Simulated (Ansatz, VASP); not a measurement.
## BaTiO3: VASP beside Ansatz

Contents of POSCAR:

```
BaTiO3
1.0
    3.9323202718      0.0000000000      0.0000000000
    0.0000000000      3.9323202718      0.0000000000
    0.0000000000      0.0000000000      4.0718560630
Ba Ti O
1 1 3
Direct
    0.5000000000      0.5000000000      0.5825269777
    0.0000000000      0.0000000000      0.0996991037
    0.0000000000      0.5000000000      0.0635202394
    0.5000000000      0.0000000000      0.0635202394
    0.0000000000      0.0000000000      0.5507304299
```

Contents of INCAR.step1:

```
SYSTEM = BaTiO3
ALGO     = Normal         ! electronic algorithm
EDIFF    = 1E-4           ! SCF threshold, eV
ENCUT    = 520            ! plane-wave cutoff, eV
GGA      = PE             ! functional
ISMEAR   = 0              ! smearing method
LASPH    = .True.         ! aspherical terms in the spheres
LCHARG   = .False.        ! write CHGCAR
LREAL    = .False.        ! projectors in reciprocal space
LWAVE    = .True.         ! write WAVECAR
NBANDS   = 28             ! bands
NELM     = 60             ! most SCF steps
PREC     = Accurate       ! precision mode
SIGMA    = 0.01           ! smearing width, eV
```

INCAR.step2

```
SYSTEM = BaTiO3
ALGO     = Normal         ! electronic algorithm
EDIFF    = 1E-7           ! SCF threshold, eV
ENCUT    = 520            ! plane-wave cutoff, eV
ISIF     = 2              ! what is computed and relaxed
ISMEAR   = 0              ! smearing method
ISTART   = 1            
LASPH    = .True.         ! aspherical terms in the spheres
LCHARG   = .False.        ! write CHGCAR
LMIXTAU  = .True.       
LREAL    = .False.        ! projectors in reciprocal space
LWAVE    = .False.        ! write WAVECAR
METAGGA  = R2SCAN         ! meta-GGA
NBANDS   = 28             ! bands
NELM     = 60             ! most SCF steps
PREC     = Accurate       ! precision mode
SIGMA    = 0.01           ! smearing width, eV
```

File KPOINTS:

```
k-points
0
Gamma
  6 6 6
  0 0 0
```

Input for Ansatz:

```yaml
crystal:
  lattice:
    - [3.9323202718, 0.0, 0.0]
    - [0.0, 3.9323202718, 0.0]
    - [0.0, 0.0, 4.071856063]
  atoms:
    - { symbol: Ba, position: [0.5, 0.5, 0.5825269777] }
    - { symbol: Ti, position: [0.0, 0.0, 0.0996991037] }
    - { symbol: O, position: [0.0, 0.5, 0.0635202394] }
    - { symbol: O, position: [0.5, 0.0, 0.0635202394] }
    - { symbol: O, position: [0.0, 0.0, 0.5507304299] }
kpoints:
  mp_grid: { grid: [6, 6, 6] }
  band_path:
    path:
      - [0.0, 0.0, 0.0]
      - [0.0, 0.5, 0.0]
      - [0.5, 0.5, 0.0]
      - [0.0, 0.0, 0.5]
      - [0.0, 0.5, 0.5]
      - [0.5, 0.5, 0.5]
    npoints: 1
hamiltonian:
  xc: r2scan
scf:
  occupations: { method: fixed }
  n_extra_bands: 5
output:
  forces: true
  stress: true
  eigenvalues: true
```

Change from the starting cell: hydrostatic strain -1.0%.

Alike in both runs: task single point; functional r2SCAN; k mesh 6 × 6 × 6; no spin polarisation.

|  | VASP | Ansatz |
| --- | --- | --- |
| version | VASP 6.6.1 | Ansatz 0.2.0 |
| potentials or method | VASP PAW PBE potentials, release 64 (Ba_sv, Ti_sv, O) | plane waves, PAW |
| plane-wave cutoff (eV) | 520 | 500 |
| occupations | gaussian, width 0.01 eV | fixed |
| valence electrons in the cell | 40 | 40 |

Ansatz gave:

| Item | Value |
| --- | --- |
| gap on the k mesh at the Fermi level (eV) | 2.28 |
| pressure (GPa) | 4.7 |
| traceless stress, the component that is largest in VASP (GPa) | -1.42 |
| rms of the force components (eV/Å) | 0.000 |

Task: Estimate VASP's values.

Result: gap on the k mesh at the Fermi level (eV): 2.25; pressure (GPa): 6.8; traceless stress, the component that is largest in VASP (GPa): -1.39; rms of the force components (eV/Å): 0.053.

VASP's potentials were made for PBE, not for r2SCAN. Atom by atom the forces differ by 0.053 eV/Å (rms over components).

Spin-orbit coupling is off throughout.
